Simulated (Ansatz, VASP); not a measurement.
# One calculation of NaF, two programs

```
Na F
1.0
     0.00000    2.28589    2.28589
     2.28589    0.00000    2.28589
     2.28589    2.28589    0.00000
Na F
1 1
Direct
  0.58300 0.30600 0.52900
  0.08300 0.80600 0.02900
```

Alike in both runs: task single point; functional PBE; k mesh 8 × 8 × 8; no spin polarisation.

|  | VASP | Ansatz |
| --- | --- | --- |
| version | VASP 6.6.1 | Ansatz 0.2.0 |
| potentials or method | VASP PAW PBE potentials, release 64 (Na_pv, F) | scalar-relativistic, plane waves, PAW |
| plane-wave cutoff (eV) | 600 | 420 |
| occupations | methfessel-paxton of order 1, width 0.28 eV | cold, width 0.28 eV |
| valence electrons in the cell | 14 | 16 |

Ansatz gave:

| Item | Value |
| --- | --- |
| gap on the k mesh at the Fermi level (eV) | 6.54 |
| least direct gap on the mesh (eV) | 6.54 |
| pressure (GPa) | 4.5 |

**Question.** Estimate VASP's values.

**Answer.** gap on the k mesh at the Fermi level (eV): 6.53; least direct gap on the mesh (eV): 6.53; pressure (GPa): 4.1.

VASP's potentials hold 14 valence electrons a cell and Ansatz's 16, so a difference there can come from the potentials and not from the codes.
